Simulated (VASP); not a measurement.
Crystal: KBr.

```
CELL_PARAMETERS angstrom
0.00000 3.68830 3.68830
3.68830 0.00000 3.68830
3.68830 3.68830 0.00000
ATOMIC_POSITIONS crystal
K 0.00000 0.00000 0.00000
Br 0.25000 0.25000 0.25000
```

Base run:

```yaml
Program: VASP 6.6.1
Functional: PBE0
Potentials_or_basis: VASP PAW PBE potentials, release 64 (K_sv, Br)
Cutoff: 520 eV
k_mesh: 4 × 4 × 4
Occupations: gaussian, width 0.01 eV
Spin: no spin polarisation
```

Its results: band gap on the k mesh 6.13 eV, indirect (least direct gap 6.14 eV); pressure 0.1 GPa.

Task: After a change of settings the same cell gave: band gap on the k mesh 4.28 eV, indirect (least direct gap 4.30 eV); pressure 0.3 GPa. Which change was it?
A. functional from PBE0 to r2SCANh
B. functional from PBE0 to HSE06; further incar settings from ALGO = Normal; EDIFF = 1e-06; NBANDS = 15 to ALGO = Normal; EDIFF = 1e-07; NBANDS = 15
C. functional from PBE0 to HF; further incar settings from ALGO = Normal; EDIFF = 1e-06; NBANDS = 15 to ALGO = Normal; EDIFF = 1e-07; NBANDS = 15
D. functional from PBE0 to PBE; cutoff from 520 eV to 500 eV

Result: D.

PBE0 gives the wider gap, since exact exchange removes part of the self-interaction.

Caveats: the PAW data sets were made with another functional, which shifts forces and pressure a little (some runs).
